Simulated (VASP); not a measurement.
# Ba2Tl5V3O12 (P-42m) in VASP: settings compared

Ba2Tl5V3O12 is run at these levels: PBE, PBE+TS; tasks: electrostatic potential, atomic charges.

Everything below comes from runs of VASP 6.6.1. Logs are shortened: lines on timing, memory, paths and dates and some standing lists are left out, and cuts for length are marked.

## 1. The cell of the first run

The structure is tetragonal, space group P-42m (No. 111). The conventional cell has a = 10.975 Å, b = 10.975 Å, c = 6.604 Å, α = 90.00°, β = 90.00°, γ = 90.00°. Ba (site symmetry 222) has 4 O at 2.58 Å and 2 V at 3.30 Å within 3.4 Å. V (site symmetry -42m) has 4 O at 1.73 Å within 2.3 Å. Within 2.3 Å of V (site symmetry 222) lie 4 O at 1.73 Å. Tl (site symmetry -42m) has 4 O at 2.65 Å and 2 V at 3.30 Å and 4 Tl at 3.36 Å within 3.5 Å. Within 3.4 Å of Tl (site symmetry m) lie 3 O at 2.50 to 2.65 Å and 1 Tl at 3.36 Å. O (site symmetry m) has 1 V at 1.73 Å within 2.3 Å. Within 2.3 Å of O (site symmetry 1) lie 1 V at 1.73 Å.

## 2. Electrostatic potential, PBE, collinear spin, ferromagnetic start

File INCAR:

```
SYSTEM = Ba2Tl5V3O12
PREC     = Accurate       ! precision mode
ENCUT    = 520            ! plane-wave cutoff, eV
EDIFF    = 1E-7           ! SCF threshold, eV
ISMEAR   = -1             ! smearing method
SIGMA    = 0.05           ! smearing width, eV
LREAL    = .FALSE.        ! projectors in reciprocal space
LASPH    = .TRUE.         ! aspherical terms in the spheres
NELM     = 120            ! most SCF steps
ALGO     = Normal         ! electronic algorithm
ISIF     = 2              ! what is computed and relaxed
LWAVE    = .FALSE.        ! write WAVECAR
LCHARG   = .TRUE.         ! write CHGCAR
ISPIN    = 2              ! spin polarisation
MAGMOM   = 0 0 2 2 2 0 0 0 0 0 0 0 0 0 0 0 0 0 0 0 0 0 ! initial moments
LORBIT   = 11             ! projections on sites
LMAXMIX  = 4              ! l up to which the mixer works
GGA      = PE             ! functional
LVHAR    = .TRUE.       
KPAR     = 4
```

File KPOINTS:

```
Automatic mesh
0
G
  3 3 4
  0 0 0
```

File POSCAR:

```
Ba2Tl5V3O12
1.0
   10.9745700000      0.0000000000      0.0000000000
    0.0000000000     10.9745700000      0.0000000000
    0.0000000000      0.0000000000      6.6040000000
Ba V Tl O
2 3 5 12
Direct
    0.0000000000      0.5000000000      0.0000000000
    0.5000000000      0.0000000000      0.0000000000
    0.5000000000      0.5000000000      0.0000000000
    0.5000000000      0.0000000000      0.5000000000
    0.0000000000      0.5000000000      0.5000000000
    0.5000000000      0.5000000000      0.5000000000
    0.7126000000      0.2874000000      0.4022800000
    0.2874000000      0.7126000000      0.4022800000
    0.7126000000      0.7126000000      0.5977200000
    0.2874000000      0.2874000000      0.5977200000
    0.4106400000      0.5893600000      0.1577000000
    0.5893600000      0.4106400000      0.1577000000
    0.5893600000      0.5893600000      0.8423000000
    0.4106400000      0.4106400000      0.8423000000
    0.5866100000      0.0857000000      0.3337800000
    0.4133900000      0.0857000000      0.6662200000
    0.5866100000      0.9143000000      0.6662200000
    0.4133900000      0.9143000000      0.3337800000
    0.0857000000      0.5866100000      0.3337800000
    0.0857000000      0.4133900000      0.6662200000
    0.9143000000      0.5866100000      0.6662200000
    0.9143000000      0.4133900000      0.3337800000
```

Potentials or basis: VASP PAW PBE potentials, release 64 (Ba_sv, V_sv, Tl_d, O).

Run with:

```console
> cat potpaw_PBE.64/Ba_sv/POTCAR potpaw_PBE.64/V_sv/POTCAR potpaw_PBE.64/Tl_d/POTCAR potpaw_PBE.64/O/POTCAR > POTCAR
> mpirun -np 4 vasp_std > vasp.out
```

OUTCAR:

```text
SYSTEM = Ba2Tl5V3O12
   PREC = Accurate
   ENCUT = 520
   EDIFF = 1E-7
   ISMEAR = -1
   LREAL = .FALSE.
   LASPH = .TRUE.
   NELM = 120
   ISIF = 2
   ISPIN = 2
   LORBIT = 11
   GGA = PE

 ion  position               nearest neighbor table
   1  0.000  0.500  0.000-  19 2.58  20 2.58  21 2.58  22 2.58   5 3.30   5 3.30
   2  0.500  0.000  0.000-  15 2.58  16 2.58  17 2.58  18 2.58   4 3.30   4 3.30
   3  0.500  0.500  0.000-  11 1.73  12 1.73  13 1.73  14 1.73   6 3.30   6 3.30
   4  0.500  0.000  0.500-  15 1.73  16 1.73  17 1.73  18 1.73   2 3.30   2 3.30
   5  0.000  0.500  0.500-  19 1.73  20 1.73  21 1.73  22 1.73   1 3.30   1 3.30
   6  0.500  0.500  0.500-  11 2.65  12 2.65  13 2.65  14 2.65   3 3.30   3 3.30   8 3.36   9 3.36
                            10 3.36   7 3.36
   7  0.713  0.287  0.402-  12 2.50  15 2.65  22 2.65   6 3.36
   8  0.287  0.713  0.402-  11 2.50  18 2.65  19 2.65   6 3.36
   9  0.713  0.713  0.598-  13 2.50  17 2.65  21 2.65   6 3.36
  10  0.287  0.287  0.598-  14 2.50  16 2.65  20 2.65   6 3.36
  11  0.411  0.589  0.158-   3 1.73   8 2.50   6 2.65
  12  0.589  0.411  0.158-   3 1.73   7 2.50   6 2.65
  13  0.589  0.589  0.842-   3 1.73   9 2.50   6 2.65
  14  0.411  0.411  0.842-   3 1.73  10 2.50   6 2.65
  15  0.587  0.086  0.334-   4 1.73   2 2.58   7 2.65
  16  0.413  0.086  0.666-   4 1.73   2 2.58  10 2.65
  17  0.587  0.914  0.666-   4 1.73   2 2.58   9 2.65
  18  0.413  0.914  0.334-   4 1.73   2 2.58   8 2.65
  19  0.086  0.587  0.334-   5 1.73   1 2.58   8 2.65
  20  0.086  0.413  0.666-   5 1.73   1 2.58  10 2.65
  21  0.914  0.587  0.666-   5 1.73   1 2.58   9 2.65
  22  0.914  0.413  0.334-   5 1.73   1 2.58   7 2.65

  LATTYP: Found a simple tetragonal cell.
 ALAT       =    10.9745700000
 C/A-ratio  =     0.6017547840

  Lattice vectors:

 A1 = (  10.9745700000,   0.0000000000,   0.0000000000)
 A2 = (   0.0000000000,  10.9745700000,   0.0000000000)
 A3 = (   0.0000000000,   0.0000000000,   6.6040000000)

Analysis of symmetry for initial positions (statically):
=====================================================================
 Subroutine PRICEL returns:
 Original cell was already a primitive cell.

 Routine SETGRP: Setting up the symmetry group for a
 simple tetragonal supercell.

 Subroutine GETGRP returns: Found  8 space group operations
 (whereof  8 operations were pure point group operations)
 out of a pool of 16 trial point group operations.

The static configuration has the point symmetry D_2d.

Analysis of symmetry for dynamics (positions and initial velocities):
=====================================================================
 Subroutine PRICEL returns:
 Original cell was already a primitive cell.

 Routine SETGRP: Setting up the symmetry group for a
 simple tetragonal supercell.

 Subroutine GETGRP returns: Found  8 space group operations
 (whereof  8 operations were pure point group operations)
 out of a pool of 16 trial point group operations.

The dynamic configuration has the point symmetry D_2d.

Analysis of structural, dynamic, and magnetic symmetry:
=====================================================================
 Subroutine PRICEL returns:
 Original cell was already a primitive cell.

 Routine SETGRP: Setting up the symmetry group for a
 simple tetragonal supercell.

 Subroutine GETGRP returns: Found  8 space group operations
 (whereof  8 operations were pure point group operations)
 out of a pool of 16 trial point group operations.

The overall configuration has the point symmetry D_2d.

 Subroutine INISYM returns: Found  8 space group operations
 (whereof  8 operations are pure point group operations),
 and found     1 'primitive' translations

----------------------------------------------------------------------------------------

                                     Primitive cell

  volume of cell :     795.3936

  direct lattice vectors                    reciprocal lattice vectors
    10.974570000  0.000000000  0.000000000     0.091119743  0.000000000  0.000000000
     0.000000000 10.974570000  0.000000000     0.000000000  0.091119743  0.000000000
     0.000000000  0.000000000  6.604000000     0.000000000  0.000000000  0.151423380

  length of vectors
    10.974570000 10.974570000  6.604000000     0.091119743  0.091119743  0.151423380

  position of ions in fractional coordinates (direct lattice)
     0.000000000  0.500000000  0.000000000
     0.500000000  0.000000000  0.000000000
     0.500000000  0.500000000  0.000000000
     0.500000000  0.000000000  0.500000000
[... 79 lines left out ...]
  0.333333  0.000000  0.500000      4.000000
  0.333333  0.333333  0.500000      4.000000
   k-points           NKPTS =      9   k-points in BZ     NKDIM =      9   number of bands    NBANDS=    120
   number of dos      NEDOS =    301   number of ions     NIONS =     22
   total plane-waves  NPLWV = 352800
   dimension x,y,z NGX =    84 NGY =   84 NGZ =   50
   dimension x,y,z NGXF=   168 NGYF=  168 NGZF=  100
   ions per type =               2   3   5  12
   NGX,Y,Z   is equivalent  to a cutoff of  12.72, 12.72, 12.59 a.u.
   NGXF,Y,Z  is equivalent  to a cutoff of  25.45, 25.45, 25.17 a.u.
 SYSTEM =  Ba2Tl5V3O12
   PREC   = accura    normal or accurate (medium, high low for compatibility)
   ISTART =      0    job   : 0-new  1-cont  2-samecut
   ICHARG =      2    charge: 1-file 2-atom 10-const
   ISPIN  =      2    spin polarized calculation?
   LNONCOLLINEAR =      F non collinear calculations
   LSORBIT =      F    spin-orbit coupling
   LASPH  =      T    aspherical Exc in radial PAW
   ENCUT  =  520.0 eV  38.22 Ry    6.18 a.u.  20.41 20.41 12.28*2*pi/ulx,y,z
   NELM   =    120;   NELMIN=  2; NELMDL= -5     # of ELM steps
   EDIFF  = 0.1E-06   stopping-criterion for ELM
   LREAL  =      F    real-space projection
   EDIFFG = 0.1E-05   stopping-criterion for IOM
   NSW    =      0    number of steps for IOM
   IBRION =     -1    ionic relax: 0-MD 1-quasi-New 2-CG
   NFREE  =      0    steps in history (QN), initial steepest desc. (CG)
   ISIF   =      2    stress and relaxation
   ISYM   =      2    0-nonsym 1-usesym 2-fastsym
   POTIM  = 0.5000    time-step for ionic-motion
   TEBEG  =    0.0;   TEEND  =   0.0 temperature during run
   PSTRESS=    0.0 pullay stress
   NELECT =     196.0000    total number of electrons
   NUPDOWN=      -1.0000    fix difference up-down
   EMIN   =  10.00;   EMAX   =-10.00  energy-range for DOS
   EFERMI =   0.00;   METHOD = LEGACY
   ISMEAR =    -1;   SIGMA  =   0.05  broadening in eV -4-tet -1-fermi 0-gaus
   EFERMI_NEDOS =   21; number of points for ismear=-14 and -15
   IALGO  =     38    algorithm
   IMIX   =      4    mixing-type and parameters
     AMIX     =   0.40;   BMIX     =  1.00
     AMIX_MAG =   1.60;   BMIX_MAG =  1.00
  volume/ion in A,a.u.               =      36.15       243.98
  Fermi-wavevector in a.u.,A,eV,Ry     =   1.026359  1.939538 14.332564  1.053414
  Thomas-Fermi vector in A             =   2.160248
   LORBIT       =     11    0 simple, 1 ext, 2 COOP (PROOUT), +10 PAW based schemes
   GGA     = PE    functional components
   LHFCALC =     F    Hartree Fock is set to
   AEXX    =    0.0000 exact exchange contribution
   IVDW    =     0    specifies the selected vdW correction
   LEPSILON=     F    determine dielectric tensor
   LRPA    =     F    only Hartree local field effects (RPA)
 spin polarized calculation
  energy-cutoff  :      520.00
  volume of cell :      795.39
 maximum number of plane-waves:     21477
 NGX is ok and might be reduce to    84
   NGX = 41   NGY = 41   NGZ = 25

 number of electron     196.0000032 magnetization      -0.0000059

 number of electron     196.0000032 magnetization       0.0000087

 Free energy of the ion-electron system (eV)
  ---------------------------------------------------
  ext. energy  EPLUGINS =         0.00000000
  ---------------------------------------------------
  free energy    TOTEN  =      -143.24555643 eV

  energy without entropy =     -143.24555643  energy(sigma->0) =     -143.24555643

 E-fermi :   0.0959     XC(G=0):  -5.9711

 val. band max:       -1.0611254915   @ k =   0.3333   0.3333   0.5000
 cond. band min:       1.5056786429   @ k =   0.3333   0.0000   0.0000
 fundamental gap:      2.5668041344
 Fermi energy:         0.0958905872

 spin component 1

 k-point     1 :       0.0000    0.0000    0.0000
  band No.  band energies     occupation
      1     -64.9039      1.00000
      2     -64.9039      1.00000
      3     -64.5892      1.00000
      4     -38.9056      1.00000
      5     -38.9056      1.00000
      6     -38.8422      1.00000
[... 1006 lines left out ...]
    109       2.5959      0.00000
    110       2.6580      0.00000
 Fermi energy:         0.0958905872

 spin component 2

 k-point     1 :       0.0000    0.0000    0.0000
  band No.  band energies     occupation
      1     -64.9039      1.00000
      2     -64.9039      1.00000
      3     -64.5892      1.00000
      4     -38.9056      1.00000
      5     -38.9056      1.00000
      6     -38.8422      1.00000
[... 1006 lines left out ...]
    109       2.5959      0.00000
    110       2.6580      0.00000
 [bands above 110 left out]

------------------------ aborting loop because EDIFF is reached ----------------------------------------

  FORCE on cell =-STRESS in cart. coord.  units (eV):
  Direction    XX          YY          ZZ          XY          YZ          ZX
  --------------------------------------------------------------------------------------
  -------------------------------------------------------------------------------------
  Total        1.2652180      1.2652180      3.2501219      0.0000000      0.0000000     -0.0000000
  in kB        2.5485541      2.5485541      6.5467861      0.0000000      0.0000000     -0.0000000
  external PRESSURE =       3.8812981 kB  Pullay stress =       0.0000000 kB

 VOLUME and BASIS-vectors are now :
 -----------------------------------------------------------------------------
  energy-cutoff  :      520.00
  volume of cell :      795.39
      direct lattice vectors                 reciprocal lattice vectors
    10.974570000  0.000000000  0.000000000     0.091119743  0.000000000  0.000000000
     0.000000000 10.974570000  0.000000000     0.000000000  0.091119743  0.000000000
     0.000000000  0.000000000  6.604000000     0.000000000  0.000000000  0.151423380

 POSITION                                       TOTAL-FORCE (eV/Angst)
 -----------------------------------------------------------------------------------
      0.00000      5.48728      0.00000         0.000000      0.000000      0.000000
      5.48728      0.00000      0.00000         0.000000      0.000000      0.000000
      5.48728      5.48728      0.00000         0.000000     -0.000000      0.000000
      5.48728      0.00000      3.30200        -0.000000      0.000000      0.000000
      0.00000      5.48728      3.30200        -0.000000      0.000000      0.000000
      5.48728      5.48728      3.30200         0.000000      0.000000      0.000000
[... 14 lines left out ...]
     10.03405      6.43779      4.39972        -0.148637      0.145407     -0.026590
     10.03405      4.53678      2.20428        -0.148637     -0.145407      0.026590
 -----------------------------------------------------------------------------------
    total drift:                                0.000000      0.000000      0.000000

  FREE ENERGIE OF THE ION-ELECTRON SYSTEM (eV)
  ---------------------------------------------------
  free  energy   TOTEN  =      -143.2455564321 eV

  energy  without entropy=     -143.2455564320  energy(sigma->0) =     -143.24555643

 total charge

# of ion       s       p       d       tot
------------------------------------------
    1        1.993   5.623   0.324   7.940
    2        1.993   5.623   0.324   7.940
    3        2.392   6.420   3.244  12.055
    4        2.401   6.438   3.279  12.118
    5        2.401   6.438   3.279  12.118
    6        1.257   0.215   9.687  11.159
[... 14 lines left out ...]
   21        1.582   3.409   0.000   4.990
   22        1.582   3.409   0.000   4.990
--------------------------------------------------
tot         36.521  72.185  58.854 167.560

 magnetization (x)

# of ion       s       p       d       tot
------------------------------------------
    1        0.000  -0.000   0.000   0.000
    2        0.000  -0.000   0.000   0.000
    3       -0.000  -0.000  -0.000  -0.000
    4        0.000   0.000  -0.000  -0.000
    5        0.000   0.000  -0.000  -0.000
    6        0.000  -0.000  -0.000  -0.000
[... 14 lines left out ...]
   21        0.000  -0.000   0.000  -0.000
   22        0.000  -0.000   0.000  -0.000
--------------------------------------------------
tot         -0.000   0.000  -0.000  -0.000
```

Wall time 36 min (4 MPI ranks of Intel Xeon Platinum 8375C at 2.90GHz (Ice Lake), shared host); peak memory 1.9 GiB.

What came out:

| Property | Result |
| --- | --- |
| Free energy | -143.2456 eV |
| Pressure | 0.4 GPa |
| Largest force | 0.210 eV/Å |
| Band gap on the k mesh | 2.57 eV (least direct gap 2.63 eV) |
| Net moment | 0.00 μB per cell |
| Valence electrons inside the program's atomic spheres | Ba 7.94; V 12.05, 12.12 (each value once); Tl 11.16, 11.11 (each value once); O 4.96, 4.99 (each value once) |

Forces on the atoms (eV/Å):
```
Ba   0.000  0.000  0.000
Ba   0.000  0.000  0.000
V    0.000  0.000  0.000
V    0.000  0.000  0.000
V    0.000  0.000  0.000
Tl   0.000  0.000  0.000
Tl   0.005 -0.005  0.007
Tl  -0.005  0.005  0.007
Tl   0.005  0.005 -0.007
Tl  -0.005 -0.005 -0.007
O   -0.078  0.078  0.082
O    0.078 -0.078  0.082
O    0.078  0.078 -0.082
O   -0.078 -0.078 -0.082
O    0.145  0.149  0.027
O   -0.145  0.149 -0.027
O    0.145 -0.149 -0.027
O   -0.145 -0.149  0.027
O    0.149  0.145  0.027
O    0.149 -0.145 -0.027
O   -0.149  0.145 -0.027
O   -0.149 -0.145  0.027
```

Caveat: spin-orbit coupling is left out, which moves the levels of the heavy elements; an odd mesh through Γ misses points on the zone boundary, where band edges can lie.

## 3. Atomic charges, PBE+TS, collinear spin, ferromagnetic start

File INCAR:

```
SYSTEM = Ba2Tl5V3O12
PREC = Accurate ; ENCUT = 520
EDIFF = 1E-7 ; ISMEAR = -1
SIGMA = 0.05 ; LREAL = .FALSE.
LASPH = .TRUE. ; NELM = 120
ALGO = Normal ; ISIF = 2
LWAVE = .FALSE. ; LCHARG = .FALSE.
ISPIN = 2 ; MAGMOM = 0 0 2 2 2 0 0 0 0 0 0 0 0 0 0 0 0 0 0 0 0 0
LORBIT = 11 ; LMAXMIX = 4
GGA = PE ; IVDW = 2
KPAR = 4
```

File KPOINTS:

```
regular mesh
0
G
  3 3 4
  0 0 0
```

POSCAR is that of step 2.

Potentials or basis: VASP PAW PBE potentials, release 64 (Ba_sv, V_sv, Tl_d, O).

Run with:

```console
> cat potpaw_PBE.64/Ba_sv/POTCAR potpaw_PBE.64/V_sv/POTCAR potpaw_PBE.64/Tl_d/POTCAR potpaw_PBE.64/O/POTCAR > POTCAR
> mpirun -np 4 vasp_std > vasp.out
```

Run time: 34 min. Hardware: 4 MPI ranks of Intel Xeon Platinum 8375C at 2.90GHz (Ice Lake), shared host; peak memory 1.9 GiB.

It converged, with:

| Item | Value |
| --- | --- |
| Free energy | -146.1399 eV |
| Pressure | -0.3 GPa |
| Largest force | 0.216 eV/Å |
| Band gap on the k mesh | 2.57 eV (least direct gap 2.63 eV) |
| Net moment | 0.00 μB per cell |
| Valence electrons inside the program's atomic spheres | Ba 7.94; V 12.05, 12.12 (each value once); Tl 11.16, 11.11 (each value once); O 4.96, 4.99 (each value once) |
| Hirshfeld charges | Ba +0.66; V +0.58, +0.60 (each value once); Tl +0.31, +0.42 (each value once); O -0.42, -0.43 (each value once) e |
| Dispersion energy per atom | -0.132 eV |

Forces in eV/Å, atoms in the order of the input:
```
Ba   0.000  0.000  0.000
Ba   0.000  0.000  0.000
V    0.000  0.000  0.000
V    0.000  0.000  0.000
V    0.000  0.000  0.000
Tl   0.000  0.000  0.000
Tl   0.019 -0.019 -0.038
Tl  -0.019  0.019 -0.038
Tl   0.019  0.019  0.038
Tl  -0.019 -0.019  0.038
O   -0.092  0.092  0.086
O    0.092 -0.092  0.086
O    0.092  0.092 -0.086
O   -0.092 -0.092 -0.086
O    0.141  0.162  0.026
O   -0.141  0.162 -0.026
O    0.141 -0.162 -0.026
O   -0.141 -0.162  0.026
O    0.162  0.141  0.026
O    0.162 -0.141 -0.026
O   -0.162  0.141 -0.026
O   -0.162 -0.141  0.026
```

Stress tensor (GPa, compression positive):
```
-0.38  0.00  0.00
 0.00 -0.38  0.00
 0.00  0.00 -0.06
```

Levels at points of the mesh, in eV from the valence-band top:
Spin up:
| k point | band 96 | band 97 | band 98 | band 99 | band 100 | band 101 |
| --- | --- | --- | --- | --- | --- | --- |
| (0.00, 0.00, 0.00) | -0.41 | -0.37 | -0.37 | 2.70 | 2.70 | 2.97 |
| (0.00, 0.00, 0.50) | -0.46 | -0.45 | -0.12 | 2.67 | 2.67 | 2.69 |
Spin down:
```csv
k point,band 96,band 97,band 98,band 99,band 100,band 101
"(0.00, 0.00, 0.00)",-0.41,-0.37,-0.37,2.70,2.70,2.97
"(0.00, 0.00, 0.50)",-0.46,-0.45,-0.12,2.67,2.67,2.69
```

Caveat: spin-orbit coupling is left out, which moves the levels of the heavy elements; an odd mesh through Γ misses points on the zone boundary, where band edges can lie.
